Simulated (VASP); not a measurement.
**La: single point with LDA**

The system is La.

```xyz
2
Lattice="3.6734 0.0000 0.0000 -1.8367 3.1813 0.0000 0.0000 0.0000 5.9461" Properties=species:S:1:pos:R:3 pbc="T T T"
La    1.8367    1.0604    4.4596
La    0.0000    2.1209    1.4865
```

| Property | Result |
| --- | --- |
| Program | VASP 6.6.1 |
| Task | single point |
| Functional | LDA |
| Potentials or basis | VASP PAW LDA potentials, release 64 (La) |
| Cutoff | 520 eV |
| k mesh | 8 × 8 × 5 |
| Occupations | fermi-dirac, width 0.05 eV |
| Spin | no spin polarisation |
| Dipole correction | no |
| Further INCAR settings | ALGO = Fast; EDIFF = 1e-07; NBANDS = 18 |

```json
{"Pressure": "-1.5 GPa", "Band gap on the k mesh": "zero (bands 11 and 12 overlap by 1.29 eV)"}
```

Levels at points of the mesh, in eV from the Fermi level:
```
           k point  band 8  band 9  band 10  band 11  band 12  band 13  band 14  band 15
(0.00, 0.00, 0.00)  -15.49   -3.14    -1.84     1.02     1.33     1.33     1.45     1.57
(0.50, 0.00, 0.00)  -15.72   -1.75    -1.24    -1.17     1.24     1.34     1.37     1.39
```

It took 4.5 min on 1 thread of Intel Xeon 8259CL, on a shared host, peak memory 0.19 GiB.

Caveat: spin-orbit coupling is left out, which moves the levels of the heavy elements.
